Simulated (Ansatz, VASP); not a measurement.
TiW3C4 in VASP and in Ansatz

```
CELL_PARAMETERS angstrom
4.35900 0.00000 0.00000
0.00000 4.35900 0.00000
0.00000 0.00000 4.35900
ATOMIC_POSITIONS crystal
Ti 0.50000 0.50000 0.50000
W 0.50000 0.00000 0.00000
W 0.00000 0.00000 0.50000
W 0.00000 0.50000 0.00000
C 0.00000 0.50000 0.50000
C 0.50000 0.50000 0.00000
C 0.00000 0.00000 0.00000
C 0.50000 0.00000 0.50000
```

Alike in both runs: functional PBE; k mesh 4 × 4 × 4; occupations gaussian, width 0.1 eV; no spin polarisation.

Ansatz relaxed the structure, and its values are those at the end. VASP's run is a single point on that final structure, the one shown.

|  | VASP | Ansatz |
| --- | --- | --- |
| version | VASP 6.6.1 | Ansatz 0.2.0 |
| potentials or method | VASP PAW PBE potentials, release 64 (Ti_sv, W_sv, C), cutoff 520 eV | scalar-relativistic, plane waves, PAW |
| valence electrons in the cell | 70 | 70 |

Ansatz gave:

```
gap on the k mesh at the Fermi level (eV) : none
pressure (GPa)                            : -0.2
```

Estimate VASP's values.

gap on the k mesh at the Fermi level (eV): none; pressure (GPa): 0.5.

A gap of «none» marks a metal or a gap that the smearing closes.

The k mesh is coarse, so the values compare programs but aren't converged. Neither program's run includes spin-orbit coupling.
